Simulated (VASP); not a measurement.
# TiS2 (P-3m1) in VASP: single point with LDA

Aim: the single point of TiS2 with LDA.

Program: VASP 6.6.1. These are calculated values, not measurements. Logs are shortened: lines on timing, memory, paths and dates and some standing lists are left out, and cuts for length are marked.

**1. The cell of the first run**

Symmetry: P-3m1, No. 164, trigonal system. The conventional cell has a = 3.359 Å, b = 3.359 Å, c = 5.524 Å, α = 90.00°, β = 90.00°, γ = 120.00°. Ti (site symmetry -3m) has 6 S at 2.41 Å within 3.2 Å. Within 3.5 Å of S (site symmetry 3m) lie 3 Ti at 2.41 Å and 12 S at 3.30 to 3.45 Å.

**2. Single point, LDA**

POSCAR reads:

```
TiS2
1.0
    3.3588566010      0.0000000000      0.0000000000
   -1.6794283005      2.9088551441      0.0000000000
    0.0000000000      0.0000000000      5.5242797378
Ti S
1 2
Direct
    0.0000000000      0.0000000000      0.0000000000
    0.3333333333      0.6666666667      0.2586983809
    0.6666666667      0.3333333333      0.7413016191
```

INCAR.step1 reads:

```
PREC     = Accurate       # precision mode
ENCUT    = 400            # plane-wave cutoff, eV
EDIFF    = 1E-6           # SCF threshold, eV
ISMEAR   = 0              # smearing method
SIGMA    = 0.1            # smearing width, eV
LREAL    = F              # projectors in reciprocal space
LASPH    = T              # aspherical terms in the spheres
NELM     = 120            # most SCF steps
ALGO     = Normal         # electronic algorithm
ISIF     = 2              # what is computed and relaxed
LWAVE    = F              # write WAVECAR
LCHARG   = T              # write CHGCAR
LMAXMIX  = 4              # l up to which the mixer works
GGA      = CA             # functional
NBANDS   = 19             # bands
GGA_COMPAT= F            
NEDOS    = 2001           # points of the DOS
LORBIT   = 11             # projections on sites
```

KPOINTS.step1 reads:

```
regular mesh
0
Gamma
  12 12 8
```

INCAR.step2 reads:

```
PREC     = Accurate       # precision mode
ENCUT    = 400            # plane-wave cutoff, eV
EDIFF    = 1E-6           # SCF threshold, eV
ISMEAR   = -5             # smearing method
SIGMA    = 0.1            # smearing width, eV
LREAL    = F              # projectors in reciprocal space
LASPH    = T              # aspherical terms in the spheres
NELM     = 120            # most SCF steps
ALGO     = Normal         # electronic algorithm
ISIF     = 2              # what is computed and relaxed
LWAVE    = F              # write WAVECAR
LCHARG   = F              # write CHGCAR
LMAXMIX  = 4              # l up to which the mixer works
GGA      = CA             # functional
LORBIT   = 11             # projections on sites
NBANDS   = 19             # bands
NEDOS    = 2001           # points of the DOS
ICHARG   = 11             # starting density
GGA_COMPAT= F
```

KPOINTS.step2 reads:

```
regular mesh
0
Gamma
  18 18 12
```

Potentials or basis: VASP PAW LDA potentials, release 64 (Ti_sv, S).

Started as:

```bash
$ cat potpaw_LDA.64/Ti_sv/POTCAR potpaw_LDA.64/S/POTCAR > POTCAR
$ cp INCAR.step1 INCAR
$ cp KPOINTS.step1 KPOINTS
$ mpirun -np 1 vasp_std > vasp.out
$ cp INCAR.step2 INCAR
$ cp KPOINTS.step2 KPOINTS
$ mpirun -np 1 vasp_std > vasp.out
```

OUTCAR:

```text
PREC = Accurate
   ENCUT = 400
   EDIFF = 1E-6
   ISMEAR = -5
   LREAL = F
   LASPH = T
   NELM = 120
   ISIF = 2
   GGA = CA
   LORBIT = 11
   ICHARG = 11

 ion  position               nearest neighbor table
   1  0.000  0.000  0.000-   2 2.41   3 2.41   2 2.41   3 2.41   3 2.41   2 2.41
   2  0.333  0.667  0.259-   1 2.41   1 2.41   1 2.41
   3  0.667  0.333  0.741-   1 2.41   1 2.41   1 2.41

  LATTYP: Found a hexagonal cell.
 ALAT       =     3.3588566010
 C/A-ratio  =     1.6446905581

  Lattice vectors:

 A1 = (   3.3588566010,   0.0000000000,   0.0000000000)
 A2 = (  -1.6794283005,   2.9088551441,   0.0000000000)
 A3 = (   0.0000000000,   0.0000000000,   5.5242797378)

Analysis of symmetry for initial positions (statically):
=====================================================================
 Subroutine PRICEL returns:
 Original cell was already a primitive cell.

 Routine SETGRP: Setting up the symmetry group for a
 hexagonal supercell.

 Subroutine GETGRP returns: Found 12 space group operations
 (whereof 12 operations were pure point group operations)
 out of a pool of 24 trial point group operations.

The static configuration has the point symmetry D_3d.

Analysis of symmetry for dynamics (positions and initial velocities):
=====================================================================
 Subroutine PRICEL returns:
 Original cell was already a primitive cell.

 Routine SETGRP: Setting up the symmetry group for a
 hexagonal supercell.

 Subroutine GETGRP returns: Found 12 space group operations
 (whereof 12 operations were pure point group operations)
 out of a pool of 24 trial point group operations.

The dynamic configuration has the point symmetry D_3d.

 Subroutine INISYM returns: Found 12 space group operations
 (whereof 12 operations are pure point group operations),
 and found     1 'primitive' translations

----------------------------------------------------------------------------------------

                                     Primitive cell

  volume of cell :      53.9746

  direct lattice vectors                    reciprocal lattice vectors
     3.358856601  0.000000000  0.000000000     0.297720361  0.171888931  0.000000000
    -1.679428300  2.908855144  0.000000000     0.000000000  0.343777861  0.000000000
     0.000000000  0.000000000  5.524279738     0.000000000  0.000000000  0.181019074

  length of vectors
     3.358856601  3.358856601  5.524279738     0.343777861  0.343777861  0.181019074

  position of ions in fractional coordinates (direct lattice)
     0.000000000  0.000000000  0.000000000
     0.333333333  0.666666667  0.258698381
     0.666666667  0.333333333  0.741301619

  ion indices of the primitive-cell ions
   primitive index   ion index
                 1           1
                 2           2
                 3           3

----------------------------------------------------------------------------------------

 KPOINTS: regular mesh

Automatic generation of k-mesh.
 Grid dimensions read from file:
 generate k-points for:   18   18   12

 Generating k-lattice:

  Cartesian coordinates                     Fractional coordinates (reciprocal lattice)
     0.016540020  0.009549385  0.000000000     0.055555556  0.000000000  0.000000000
     0.000000000  0.019098770  0.000000000     0.000000000  0.055555556  0.000000000
     0.000000000  0.000000000  0.015084923     0.000000000  0.000000000  0.083333333

  Length of vectors
     0.019098770  0.019098770  0.015084923

  Shift w.r.t. Gamma in fractional coordinates (k-lattice)
     0.000000000  0.000000000  0.000000000

 TETIRR: Found   5714 inequivalent tetrahedra from    23328

 Subroutine IBZKPT returns following result:
 ===========================================

 Found    394 irreducible k-points:

 Following reciprocal coordinates:
            Coordinates               Weight
  0.000000  0.000000  0.000000      1.000000
  0.055556 -0.000000  0.000000      6.000000
  0.111111 -0.000000  0.000000      6.000000
  0.166667 -0.000000  0.000000      6.000000
  0.222222 -0.000000  0.000000      6.000000
  0.277778  0.000000  0.000000      6.000000
[... 16 lines left out ...]
  0.333333  0.111111  0.000000     12.000000
  0.388889  0.111111  0.000000     12.000000
 [... further k-points ...]
   k-points           NKPTS =    394   k-points in BZ     NKDIM =    394   number of bands    NBANDS=     19
   number of dos      NEDOS =   2001   number of ions     NIONS =      3
   total plane-waves  NPLWV =  20736
   dimension x,y,z NGX =    24 NGY =   24 NGZ =   36
   dimension x,y,z NGXF=    48 NGYF=   48 NGZF=   72
   ions per type =               1   2
   NGX,Y,Z   is equivalent  to a cutoff of  11.88, 11.88, 10.83 a.u.
   NGXF,Y,Z  is equivalent  to a cutoff of  23.76, 23.76, 21.67 a.u.
 SYSTEM =  unknown system
   PREC   = accura    normal or accurate (medium, high low for compatibility)
   ISTART =      0    job   : 0-new  1-cont  2-samecut
   ICHARG =     11    charge: 1-file 2-atom 10-const
   ISPIN  =      1    spin polarized calculation?
   LNONCOLLINEAR =      F non collinear calculations
   LSORBIT =      F    spin-orbit coupling
   LASPH  =      T    aspherical Exc in radial PAW
   ENCUT  =  400.0 eV  29.40 Ry    5.42 a.u.   5.48  5.48  9.01*2*pi/ulx,y,z
   NELM   =    120;   NELMIN=  2; NELMDL=  0     # of ELM steps
   EDIFF  = 0.1E-05   stopping-criterion for ELM
   LREAL  =      F    real-space projection
   EDIFFG = 0.1E-04   stopping-criterion for IOM
   NSW    =      0    number of steps for IOM
   IBRION =     -1    ionic relax: 0-MD 1-quasi-New 2-CG
   NFREE  =      0    steps in history (QN), initial steepest desc. (CG)
   ISIF   =      2    stress and relaxation
   ISYM   =      2    0-nonsym 1-usesym 2-fastsym
   POTIM  = 0.5000    time-step for ionic-motion
   TEBEG  =    0.0;   TEEND  =   0.0 temperature during run
   PSTRESS=    0.0 pullay stress
   NELECT =      24.0000    total number of electrons
   NUPDOWN=      -1.0000    fix difference up-down
   EMIN   =  10.00;   EMAX   =-10.00  energy-range for DOS
   EFERMI =   0.00;   METHOD = LEGACY
   ISMEAR =    -5;   SIGMA  =   0.10  broadening in eV -4-tet -1-fermi 0-gaus
   EFERMI_NEDOS =   21; number of points for ismear=-14 and -15
   IALGO  =     38    algorithm
   IMIX   =      4    mixing-type and parameters
     AMIX     =   0.40;   BMIX     =  1.00
     AMIX_MAG =   1.60;   BMIX_MAG =  1.00
  volume/ion in A,a.u.               =      17.99       121.41
  Fermi-wavevector in a.u.,A,eV,Ry     =   1.249536  2.361281 21.243330  1.561341
  Thomas-Fermi vector in A             =   2.383572
   LORBIT       =     11    0 simple, 1 ext, 2 COOP (PROOUT), +10 PAW based schemes
   GGA     = CA    functional components
   LHFCALC =     F    Hartree Fock is set to
   AEXX    =    0.0000 exact exchange contribution
   IVDW    =     0    specifies the selected vdW correction
   LEPSILON=     F    determine dielectric tensor
   LRPA    =     F    only Hartree local field effects (RPA)
 non-spin polarized calculation
 Fermi weights with tetrahedron method with Bloechl corrections
  energy-cutoff  :      400.00
  volume of cell :       53.97
 maximum number of plane-waves:      1008
 NGX is ok and might be reduce to    24

 number of electron      23.9999999 magnetization

 Free energy of the ion-electron system (eV)
  ---------------------------------------------------
  ext. energy  EPLUGINS =         0.00000000
  ---------------------------------------------------
  free energy    TOTEN  =       -22.00419613 eV

  energy without entropy =      -22.00419613  energy(sigma->0) =      -22.00419613

 E-fermi :   5.9433     XC(G=0): -10.7647

 val. band max:        6.0432544275   @ k =   0.0000   0.0000   0.2500
 cond. band min:       5.9381430522   @ k =   0.4444  -0.0000   0.4167
 fundamental gap:     -0.1051113754
 Fermi energy:         5.9433136855

 k-point     1 :       0.0000    0.0000    0.0000
  band No.  band energies     occupation
      1     -50.8177      2.00000
      2     -27.4547      2.00000
      3     -27.4023      2.00000
      4     -27.4023      2.00000
      5      -7.9817      2.00000
      6      -6.0517      2.00000
[... 11 lines left out ...]
     18      11.9463      0.00000
     19      13.0615      0.00000

 k-point     2 :       0.0556   -0.0000    0.0000
  band No.  band energies     occupation
      1     -50.8172      2.00000
      2     -27.4537      2.00000
      3     -27.4072      2.00000
      4     -27.4034      2.00000
      5      -7.9423      2.00000
      6      -6.0436      2.00000
[... 11 lines left out ...]
     18      12.1998      0.00000
     19      13.2349      0.00000

 k-point     3 :       0.1111   -0.0000    0.0000
  band No.  band energies     occupation
      1     -50.8159      2.00000
      2     -27.4509      2.00000
      3     -27.4212      2.00000
      4     -27.4066      2.00000
      5      -7.8259      2.00000
      6      -6.0204      2.00000
[... 11 lines left out ...]
     18      12.7761      0.00000
     19      13.6925      0.00000

 k-point     4 :       0.1667   -0.0000    0.0000
  band No.  band energies     occupation
      1     -50.8137      2.00000
      2     -27.4469      2.00000
      3     -27.4424      2.00000
      4     -27.4114      2.00000
      5      -7.6388      2.00000
      6      -5.9855      2.00000
[... 407 lines left out ...]
     18      13.7850      0.00000
     19      14.1042      0.00000

 k-point    23 :       0.3333    0.1111    0.0000
  band No.  band energies     occupation
      1     -50.8026      2.00000
      2     -27.5400      2.00000
      3     -27.4452      2.00000
      4     -27.4247      2.00000
      5      -6.4241      2.00000
      6      -5.8652      2.00000
[... 11 lines left out ...]
     18      13.5000      0.00000
     19      13.8702      0.00000

 k-point    24 :       0.3889    0.1111    0.0000
  band No.  band energies     occupation
      1     -50.8013      2.00000
      2     -27.5518      2.00000
      3     -27.4492      2.00000
      4     -27.4221      2.00000
      5      -6.1811      2.00000
      6      -5.9057      2.00000
[... 11 lines left out ...]
     18      13.3399      0.00000
     19      13.6726      0.00000

 [... further k-points ...]
[... 5 lines left out ...]
  --------------------------------------------------------------------------------------
  -------------------------------------------------------------------------------------
  Total       -1.3155009     -1.3155009     -1.3009509      0.0000000      0.0000000      0.0000000
  in kB      -39.0492326    -39.0492326    -38.6173323      0.0000000      0.0000000      0.0000000
  external PRESSURE =     -38.9052658 kB  Pullay stress =       0.0000000 kB

 VOLUME and BASIS-vectors are now :
 -----------------------------------------------------------------------------
  energy-cutoff  :      400.00
  volume of cell :       53.97
      direct lattice vectors                 reciprocal lattice vectors
     3.358856601  0.000000000  0.000000000     0.297720361  0.171888931  0.000000000
    -1.679428300  2.908855144  0.000000000     0.000000000  0.343777861  0.000000000
     0.000000000  0.000000000  5.524279738     0.000000000  0.000000000  0.181019074

 POSITION                                       TOTAL-FORCE (eV/Angst)
 -----------------------------------------------------------------------------------
      0.00000      0.00000      0.00000        -0.000000      0.000000      0.000000
     -0.00000      1.93924      1.42912        -0.000000      0.000000     -0.276874
      1.67943      0.96962      4.09516         0.000000     -0.000000      0.276874
 -----------------------------------------------------------------------------------
    total drift:                               -0.000000     -0.000000      0.000000

  FREE ENERGIE OF THE ION-ELECTRON SYSTEM (eV)
  ---------------------------------------------------
  free  energy   TOTEN  =       -22.0041961332 eV

  energy  without entropy=      -22.0041961332  energy(sigma->0) =      -22.00419613

 total charge

# of ion       s       p       d       tot
------------------------------------------
    1        2.192   6.202   1.862  10.255
    2        1.356   2.358   0.000   3.714
    3        1.356   2.358   0.000   3.714
--------------------------------------------------
tot          4.904  10.918   1.862  17.683
```

Run time: 3.9 min. Hardware: 1 thread of Intel Xeon 8259CL, shared host; peak memory 0.36 GiB.

What came out:

```
Valence electrons inside the program's atomic spheres : Ti 10.26; S 3.71
```

Caveat: tetrahedron occupations give inexact forces and stress in metals.
